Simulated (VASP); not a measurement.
# AlN (F-43m) in VASP: further runs

Runs on AlN. Level: r2SCAN. Tasks: single point.

Everything below comes from runs of VASP 6.6.1. Logs are shortened: lines on timing, memory, paths and dates and some standing lists are left out, and cuts for length are marked.

### Step 1. The cell of the first run

Symmetry: F-43m, No. 216, cubic system. The conventional cell has a = 4.307 Å, b = 4.307 Å, c = 4.307 Å, α = 90.00°, β = 90.00°, γ = 90.00°. Al (site symmetry -43m) has 4 N at 1.86 Å within 2.5 Å. Within 2.5 Å of N (site symmetry -43m) lie 4 Al at 1.86 Å.

### Step 2. Single point, r2SCAN

File POSCAR:

```
AlN
1.0
    0.0000000000      2.1532760480      2.1532760480
    2.1532760480      0.0000000000      2.1532760480
    2.1532760480      2.1532760480      0.0000000000
Al N
1 1
Direct
    0.0000000000      0.0000000000      0.0000000000
    0.7500000000      0.7500000000      0.7500000000
```

File INCAR.step1:

```
SYSTEM = AlN
  PREC = Accurate
  ENCUT = 520
  ISMEAR = 0
  SIGMA = 0.01
  LREAL = .FALSE.
  LASPH = .TRUE.
  NELM = 80
  NBANDS = 11
  GGA = PE
  ALGO = Normal
  EDIFF = 1E-4
  LWAVE = .TRUE.
  LCHARG = .FALSE.
```

File INCAR.step2:

```
SYSTEM = AlN
  PREC = Accurate
  ENCUT = 520
  EDIFF = 1E-6
  ISMEAR = 0
  SIGMA = 0.01
  LREAL = .FALSE.
  LASPH = .TRUE.
  NELM = 80
  ALGO = Normal
  ISIF = 2
  LWAVE = .FALSE.
  LCHARG = .TRUE.
  METAGGA = R2SCAN
  LMIXTAU = .TRUE.
  LELF = .TRUE.
  LVHAR = .TRUE.
  NBANDS = 11
  ISTART = 1
```

File KPOINTS:

```
Automatic mesh
0
G
  8 8 8
  0 0 0
```

Potentials or basis: VASP PAW PBE potentials, release 64 (Al, N).

Run with:

```
$ cat potpaw_PBE.64/Al/POTCAR potpaw_PBE.64/N/POTCAR > POTCAR
$ cp INCAR.step1 INCAR
$ mpirun -np 1 vasp_std > vasp.out
$ cp INCAR.step2 INCAR
$ mpirun -np 1 vasp_std > vasp.out
```

OUTCAR:

```text
SYSTEM = AlN
   PREC = Accurate
   ENCUT = 520
   EDIFF = 1E-6
   ISMEAR = 0
   LREAL = .FALSE.
   LASPH = .TRUE.
   NELM = 80
   ISIF = 2
   METAGGA = R2SCAN
   ISTART = 1

 ion  position               nearest neighbor table
   1  0.000  0.000  0.000-   2 1.86   2 1.86   2 1.86   2 1.86
   2  0.750  0.750  0.750-   1 1.86   1 1.86   1 1.86   1 1.86

  LATTYP: Found a face centered cubic cell.
 ALAT       =     4.3065520960

  Lattice vectors:

 A1 = (   0.0000000000,   2.1532760480,   2.1532760480)
 A2 = (   2.1532760480,   0.0000000000,   2.1532760480)
 A3 = (   2.1532760480,   2.1532760480,   0.0000000000)

Analysis of symmetry for initial positions (statically):
=====================================================================
 Subroutine PRICEL returns:
 Original cell was already a primitive cell.

 Routine SETGRP: Setting up the symmetry group for a
 face centered cubic supercell.

 Subroutine GETGRP returns: Found 24 space group operations
 (whereof 24 operations were pure point group operations)
 out of a pool of 48 trial point group operations.

The static configuration has the point symmetry T_d .

Analysis of symmetry for dynamics (positions and initial velocities):
=====================================================================
 Subroutine PRICEL returns:
 Original cell was already a primitive cell.

 Routine SETGRP: Setting up the symmetry group for a
 face centered cubic supercell.

 Subroutine GETGRP returns: Found 24 space group operations
 (whereof 24 operations were pure point group operations)
 out of a pool of 48 trial point group operations.

The dynamic configuration has the point symmetry T_d .

 Subroutine INISYM returns: Found 24 space group operations
 (whereof 24 operations are pure point group operations),
 and found     1 'primitive' translations

----------------------------------------------------------------------------------------

                                     Primitive cell

  volume of cell :      19.9677

  direct lattice vectors                    reciprocal lattice vectors
     0.000000000  2.153276048  2.153276048    -0.232204320  0.232204320  0.232204320
     2.153276048  0.000000000  2.153276048     0.232204320 -0.232204320  0.232204320
     2.153276048  2.153276048  0.000000000     0.232204320  0.232204320 -0.232204320

  length of vectors
     3.045192191  3.045192191  3.045192191     0.402189680  0.402189680  0.402189680

  position of ions in fractional coordinates (direct lattice)
     0.000000000  0.000000000  0.000000000
     0.750000000  0.750000000  0.750000000

  ion indices of the primitive-cell ions
   primitive index   ion index
                 1           1
                 2           2

----------------------------------------------------------------------------------------

 KPOINTS: Automatic mesh

Automatic generation of k-mesh.
 Grid dimensions read from file:
 generate k-points for:    8    8    8

 Generating k-lattice:

  Cartesian coordinates                     Fractional coordinates (reciprocal lattice)
    -0.029025540  0.029025540  0.029025540     0.125000000  0.000000000  0.000000000
     0.029025540 -0.029025540  0.029025540     0.000000000  0.125000000  0.000000000
     0.029025540  0.029025540 -0.029025540     0.000000000  0.000000000  0.125000000

  Length of vectors
     0.050273710  0.050273710  0.050273710

  Shift w.r.t. Gamma in fractional coordinates (k-lattice)
     0.000000000  0.000000000  0.000000000

 Subroutine IBZKPT returns following result:
 ===========================================

 Found     29 irreducible k-points:

 Following reciprocal coordinates:
            Coordinates               Weight
  0.000000  0.000000  0.000000      1.000000
  0.125000  0.000000  0.000000      8.000000
  0.250000  0.000000  0.000000      8.000000
  0.375000  0.000000  0.000000      8.000000
  0.500000  0.000000  0.000000      4.000000
  0.125000  0.125000  0.000000      6.000000
[... 16 lines left out ...]
  0.500000  0.250000  0.125000     48.000000
 -0.375000  0.250000  0.125000     24.000000
 [... further k-points ...]
   k-points           NKPTS =     29   k-points in BZ     NKDIM =     29   number of bands    NBANDS=     11
   number of dos      NEDOS =    301   number of ions     NIONS =      2
   total plane-waves  NPLWV =  13824
   dimension x,y,z NGX =    24 NGY =   24 NGZ =   24
   dimension x,y,z NGXF=    48 NGYF=   48 NGZF=   48
   ions per type =               1   1
   NGX,Y,Z   is equivalent  to a cutoff of  13.10, 13.10, 13.10 a.u.
   NGXF,Y,Z  is equivalent  to a cutoff of  26.20, 26.20, 26.20 a.u.
 SYSTEM =  AlN
   PREC   = accura    normal or accurate (medium, high low for compatibility)
   ISTART =      1    job   : 0-new  1-cont  2-samecut
   ICHARG =      0    charge: 1-file 2-atom 10-const
   ISPIN  =      1    spin polarized calculation?
   LNONCOLLINEAR =      F non collinear calculations
   LSORBIT =      F    spin-orbit coupling
   LASPH  =      T    aspherical Exc in radial PAW
   ENCUT  =  520.0 eV  38.22 Ry    6.18 a.u.   5.66  5.66  5.66*2*pi/ulx,y,z
   NELM   =     80;   NELMIN=  2; NELMDL=  0     # of ELM steps
   EDIFF  = 0.1E-05   stopping-criterion for ELM
   LREAL  =      F    real-space projection
   EDIFFG = 0.1E-04   stopping-criterion for IOM
   NSW    =      0    number of steps for IOM
   IBRION =     -1    ionic relax: 0-MD 1-quasi-New 2-CG
   NFREE  =      0    steps in history (QN), initial steepest desc. (CG)
   ISIF   =      2    stress and relaxation
   ISYM   =      2    0-nonsym 1-usesym 2-fastsym
   POTIM  = 0.5000    time-step for ionic-motion
   TEBEG  =    0.0;   TEEND  =   0.0 temperature during run
   PSTRESS=    0.0 pullay stress
   NELECT =       8.0000    total number of electrons
   NUPDOWN=      -1.0000    fix difference up-down
   EMIN   =  10.00;   EMAX   =-10.00  energy-range for DOS
   EFERMI =   0.00;   METHOD = LEGACY
   ISMEAR =     0;   SIGMA  =   0.01  broadening in eV -4-tet -1-fermi 0-gaus
   EFERMI_NEDOS =   21; number of points for ismear=-14 and -15
   IALGO  =     38    algorithm
   IMIX   =      4    mixing-type and parameters
     AMIX     =   0.40;   BMIX     =  1.00
     AMIX_MAG =   1.60;   BMIX_MAG =  1.00
  volume/ion in A,a.u.               =       9.98        67.37
  Fermi-wavevector in a.u.,A,eV,Ry     =   1.206874  2.280660 19.817482  1.456544
  Thomas-Fermi vector in A             =   2.342528
   LORBIT       =      0    0 simple, 1 ext, 2 COOP (PROOUT), +10 PAW based schemes
   METAGGA = R2SCAN    functional components
   LHFCALC =     F    Hartree Fock is set to
   AEXX    =    0.0000 exact exchange contribution
   IVDW    =     0    specifies the selected vdW correction
   LEPSILON=     F    determine dielectric tensor
   LRPA    =     F    only Hartree local field effects (RPA)
 non-spin polarized calculation
 Gauss-broadening in eV      SIGMA  =   0.01
  energy-cutoff  :      520.00
  volume of cell :       19.97
 maximum number of plane-waves:       546
   NGX = 11   NGY = 11   NGZ = 11

 number of electron       7.9999998 magnetization

 Free energy of the ion-electron system (eV)
  ---------------------------------------------------
  ext. energy  EPLUGINS =         0.00000000
  ---------------------------------------------------
  free energy    TOTEN  =       -19.15368997 eV

  energy without entropy =      -19.15368997  energy(sigma->0) =      -19.15368997

 E-fermi :   6.2232     XC(G=0): -11.6125

 val. band max:        6.0961362730   @ k =   0.0000   0.0000   0.0000
 cond. band min:      10.0632139834   @ k =   0.5000   0.5000   0.0000
 fundamental gap:      3.9670777104
 Fermi energy:         6.2231787282

 k-point     1 :       0.0000    0.0000    0.0000
  band No.  band energies     occupation
      1      -9.8964      2.00000
      2       6.0961      2.00000
      3       6.0961      2.00000
      4       6.0961      2.00000
      5      11.3920      0.00000
      6      20.0611      0.00000
      7      20.0611      0.00000
      8      20.0611      0.00000
      9      24.9866      0.00000
     10      24.9866      0.00000
     11      26.7968      0.00000

 k-point     2 :       0.1250    0.0000    0.0000
  band No.  band energies     occupation
      1      -9.6569      2.00000
      2       4.9160      2.00000
      3       6.0165      2.00000
      4       6.0165      2.00000
      5      12.3286      0.00000
      6      19.4965      0.00000
      7      20.2428      0.00000
      8      20.2428      0.00000
      9      23.4390      0.00000
     10      23.4390      0.00000
     11      25.7129      0.00000

 k-point     3 :       0.2500    0.0000    0.0000
  band No.  band energies     occupation
      1      -9.0018      2.00000
      2       2.7454      2.00000
      3       5.8364      2.00000
      4       5.8364      2.00000
      5      13.7094      0.00000
      6      18.4581      0.00000
      7      19.6708      0.00000
      8      19.6708      0.00000
      9      23.7385      0.00000
     10      23.7385      0.00000
     11      24.9682      0.00000

 k-point     4 :       0.3750    0.0000    0.0000
  band No.  band energies     occupation
      1      -8.1796      2.00000
      2       0.8295      2.00000
      3       5.6710      2.00000
      4       5.6710      2.00000
      5      14.4906      0.00000
      6      17.5963      0.00000
      7      18.6957      0.00000
      8      18.6957      0.00000
      9      25.4493      0.00000
     10      26.0477      0.00000
     11      26.0477      0.00000
[... 239 lines left out ...]
 k-point    22 :       0.3750    0.2500    0.1250
  band No.  band energies     occupation
      1      -8.4759      2.00000
      2       2.4325      2.00000
      3       4.5670      2.00000
      4       5.4813      2.00000
      5      13.9157      0.00000
      6      17.8379      0.00000
      7      18.3384      0.00000
      8      20.7319      0.00000
      9      22.2445      0.00000
     10      26.8937      0.00000
     11      29.4340      0.00000

 k-point    23 :       0.5000    0.2500    0.1250
  band No.  band energies     occupation
      1      -7.7682      2.00000
      2       1.3157      2.00000
      3       3.9608      2.00000
      4       5.1426      2.00000
      5      14.0659      0.00000
      6      16.9941      0.00000
      7      19.0810      0.00000
      8      20.2936      0.00000
      9      23.7439      0.00000
     10      27.6089      0.00000
     11      29.7511      0.00000

 k-point    24 :      -0.3750    0.2500    0.1250
  band No.  band energies     occupation
      1      -7.4195      2.00000
      2       0.7710      2.00000
      3       3.8064      2.00000
      4       4.9474      2.00000
      5      14.0898      0.00000
      6      16.6169      0.00000
      7      19.6883      0.00000
      8      20.1758      0.00000
      9      25.0298      0.00000
     10      26.5601      0.00000
     11      30.1386      0.00000

 [... further k-points ...]

------------------------ aborting loop because EDIFF is reached ----------------------------------------

  FORCE on cell =-STRESS in cart. coord.  units (eV):
  Direction    XX          YY          ZZ          XY          YZ          ZX
  --------------------------------------------------------------------------------------
  -------------------------------------------------------------------------------------
  Total        1.2020050      1.2020050      1.2020050      0.0000000      0.0000000      0.0000000
  in kB       96.4467822     96.4467822     96.4467822      0.0000000      0.0000000      0.0000000
  external PRESSURE =      96.4467822 kB  Pullay stress =       0.0000000 kB

 VOLUME and BASIS-vectors are now :
 -----------------------------------------------------------------------------
  energy-cutoff  :      520.00
  volume of cell :       19.97
      direct lattice vectors                 reciprocal lattice vectors
     0.000000000  2.153276048  2.153276048    -0.232204320  0.232204320  0.232204320
     2.153276048  0.000000000  2.153276048     0.232204320 -0.232204320  0.232204320
     2.153276048  2.153276048  0.000000000     0.232204320  0.232204320 -0.232204320

 POSITION                                       TOTAL-FORCE (eV/Angst)
 -----------------------------------------------------------------------------------
      0.00000      0.00000      0.00000         0.000000      0.000000      0.000000
      3.22991      3.22991      3.22991        -0.000000     -0.000000     -0.000000
 -----------------------------------------------------------------------------------
    total drift:                                0.000001      0.000001      0.000001

  FREE ENERGIE OF THE ION-ELECTRON SYSTEM (eV)
  ---------------------------------------------------
  free  energy   TOTEN  =       -19.1536899713 eV

  energy  without entropy=      -19.1536899713  energy(sigma->0) =      -19.15368997
```

Run time: 52 s. Hardware: 1 thread of AMD EPYC 7R43 (Zen 3), shared host; peak memory 0.1 GiB.

What came out:

* Free energy: -19.1537 eV
* Pressure: 9.6 GPa
* Band gap on the k mesh: 3.97 eV, indirect (least direct gap 5.30 eV)

Caveat: the PAW data sets were made with another functional, which shifts forces and pressure a little.

### Step 3. Single point, r2SCAN

This run uses another cell than the first one, of 10.43 Å³/atom, 1.045 times its volume.

File POSCAR:

```
AlN
1.0
    0.0000000000      2.1848988532      2.1848988532
    2.1848988532      0.0000000000      2.1848988532
    2.1848988532      2.1848988532      0.0000000000
Al N
1 1
Direct
    0.0000000000      0.0000000000      0.0000000000
    0.7500000000      0.7500000000      0.7500000000
```

File INCAR.step1:

```
PREC = Accurate ; ENCUT = 520
ISMEAR = 0 ; SIGMA = 0.01
LREAL = False ; LASPH = True
NELM = 60 ; NBANDS = 11
GGA = PE ; ALGO = Normal
EDIFF = 1E-4 ; LWAVE = True
LCHARG = False
```

File INCAR.step2:

```
PREC = Accurate ; ENCUT = 520
EDIFF = 1E-6 ; ISMEAR = 0
SIGMA = 0.01 ; LREAL = False
LASPH = True ; NELM = 60
ALGO = Normal ; ISIF = 2
LWAVE = False ; LCHARG = True
METAGGA = R2SCAN ; LMIXTAU = True
LELF = True ; LVHAR = True
NBANDS = 11 ; ISTART = 1
```

File KPOINTS:

```
Automatic mesh
0
Gamma
  8 8 8
```

Potentials or basis: VASP PAW PBE potentials, release 64 (Al, N).

Run with:

```
$ cat potpaw_PBE.64/Al/POTCAR potpaw_PBE.64/N/POTCAR > POTCAR
$ cp INCAR.step1 INCAR
$ mpirun -np 1 vasp_std > vasp.out
$ cp INCAR.step2 INCAR
$ mpirun -np 1 vasp_std > vasp.out
```

It took 47 s on 1 thread of AMD EPYC 7R43 (Zen 3), shared host; peak memory 0.1 GiB.

The run converged. Its results:

```yaml
Free_energy: -19.1796 eV
Pressure: -0.4 GPa
Band_gap_on_the_k_mesh: 3.93 eV, indirect (least direct gap 4.88 eV)
```

Levels at points of the mesh, in eV from the valence-band top:
```
           k point  band 1  band 2  band 3  band 4  band 5  band 6  band 7  band 8
(0.00, 0.00, 0.00)  -15.73    0.00    0.00    0.00    4.88   13.51   13.51   13.51
(0.50, 0.00, 0.00)  -13.73   -5.89   -0.49   -0.49    8.20   10.82   11.94   11.94
(0.50, 0.50, 0.00)  -13.10   -4.95   -1.81   -1.81    3.93    9.47   15.18   16.94
```

Caveat: the PAW data sets were made with another functional, which shifts forces and pressure a little.

(Part 1 of 2 ends here.)
